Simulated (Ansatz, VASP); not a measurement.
## Two plane-wave programs on Se

POSCAR

```
Se
1.0
    4.3662000000      0.0000000000      0.0000000000
   -2.1831000000      3.7812401180      0.0000000000
    0.0000000000      0.0000000000      4.9536000000
Se
3
Direct
    0.7746000000      0.7746000000      0.0000000000
    0.0000000000      0.2254000000      0.6666666667
    0.2254000000      0.0000000000      0.3333333333
```

The input INCAR.step1:

```
SYSTEM = Se
PREC = Accurate
ENCUT = 520
EDIFF = 1E-5
ISMEAR = -1
SIGMA = 0.05
LREAL = .FALSE.
LASPH = .TRUE.
NELM = 60
ALGO = Normal
ISIF = 2
LWAVE = .TRUE.
LCHARG = .FALSE.
GGA = PE
NBANDS = 16
```

The input INCAR.step2:

```
SYSTEM = Se
PREC = Accurate
ENCUT = 520
EDIFF = 1E-7
ISMEAR = -1
SIGMA = 0.05
LREAL = .FALSE.
LASPH = .TRUE.
NELM = 60
ALGO = Normal
ISIF = 2
LWAVE = .FALSE.
LCHARG = .FALSE.
GGA = PE
LHFCALC = .TRUE.
AEXX = 0.25
PRECFOCK = Normal
ISTART = 1
NBANDS = 16
```

File KPOINTS:

```
Automatic mesh
0
G
  4 4 3
  0 0 0
```

The input input.yaml:

```yaml
crystal:
  lattice:
    - [4.3662, 0.0, 0.0]
    - [-2.1831, 3.781240118, 0.0]
    - [0.0, 0.0, 4.9536]
  atoms:
    - { symbol: Se, position: [0.7746, 0.7746, 0.0] }
    - { symbol: Se, position: [0.0, 0.2254, 0.6666666667] }
    - { symbol: Se, position: [0.2254, 0.0, 0.3333333333] }
hamiltonian:
  xc: pbe0
  pseudopotentials: { kind: paw }
kpoints:
  mp_grid: { grid: [4, 4, 3] }
  band_path:
    path:
      - [[0.0, 0.0, 0.0], [0.5, 0.0, 0.0], [0.3333333333, 0.3333333333, 0.0], [0.0, 0.0, 0.0], [0.0, 0.0, 0.5], [0.5, 0.0, 0.5], [0.3333333333, 0.3333333333, 0.5], [0.0, 0.0, 0.5]]
      - [[0.5, 0.0, 0.5], [0.5, 0.0, 0.0]]
      - [[0.3333333333, 0.3333333333, 0.0], [0.3333333333, 0.3333333333, 0.5]]
    npoints: 4
scf:
  occupations: { method: fermi_dirac, width: 0.05 }
  n_extra_bands: 7
output:
  forces: true
  stress: true
  eigenvalues: true
  fatbands: false
```

Alike in both runs: functional PBE0; k mesh 4 × 4 × 3; occupations fermi-dirac, width 0.05 eV; no spin polarisation.

|  | VASP | Ansatz |
| --- | --- | --- |
| version | VASP 6.6.1 | Ansatz 0.2.0 |
| potentials or method | VASP PAW PBE potentials, release 64 (Se) | Ansatz PAW |
| plane-wave cutoff (eV) | 520 | 420 |
| valence electrons in the cell | 18 | 48 |
| task | single point | band structure |

|  | VASP | Ansatz | Ansatz less VASP |
| --- | --- | --- | --- |
| gap on the k mesh at the Fermi level (eV) | 3.14 | 3.10 | -0.041 |
| pressure (GPa) | 0.4 | 0.6 | +0.26 |
| traceless stress, the component that is largest in VASP (GPa) | -0.51 | -0.45 | +0.068 |
| rms of the force components (eV/Å) | 0.129 | 0.116 | -0.0130 |

Atom by atom the forces differ by 0.013 eV/Å (rms over components). VASP's potentials hold 18 valence electrons a cell and Ansatz's 48, so a difference there can come from the potentials and not from the codes.

The k mesh is coarse, so the values compare programs but aren't converged.
